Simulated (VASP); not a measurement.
The system is SnSe.

```
Sn Se
1.0
     0.00000    3.16364    3.16364
     3.16364    0.00000    3.16364
     3.16364    3.16364    0.00000
Sn Se
1 1
Direct
  0.00000 0.00000 0.00000
  0.75000 0.75000 0.75000
```

| Item | Value |
| --- | --- |
| Program | VASP 6.6.1 |
| Task | relaxation of cell and atoms |
| Functional | PBE |
| Potentials or basis | VASP PAW PBE potentials, release 64 (Sn_d, Se) |
| Cutoff | 600 eV |
| k mesh | 6 × 6 × 6 |
| Occupations | gaussian, width 0.1 eV |
| Spin | no spin polarisation |

At the start: pressure 8.9 GPa; volume 31.66 Å³/atom.

**Question.** Where does the relaxation end?

**Answer.** Over 3 steps the energy falls by 172.7 meV/atom and the volume is 38.87 Å³/atom (+22.8 %); space group F-43m (No. 216, to 0.05 Å).

Step by step:
```
step  energy change (eV)  largest force (eV/Å)  pressure (GPa)  volume (Å³)
   1              0.0000                0.0000            8.92        63.33
   2             -0.3350                0.0000           -1.03        80.89
   3             -0.3454                0.0000            0.06        77.74
```

Final structure:
```
Sn Se
1.0
     0.00000    3.38749    3.38749
     3.38749    0.00000    3.38749
     3.38749    3.38749    0.00000
Sn Se
1 1
Cartesian
  0.0000 0.0000 0.0000
  5.0812 5.0812 5.0812
```

Caveat: the volume moved by over 15 % at a fixed basis, so the end points are rough.
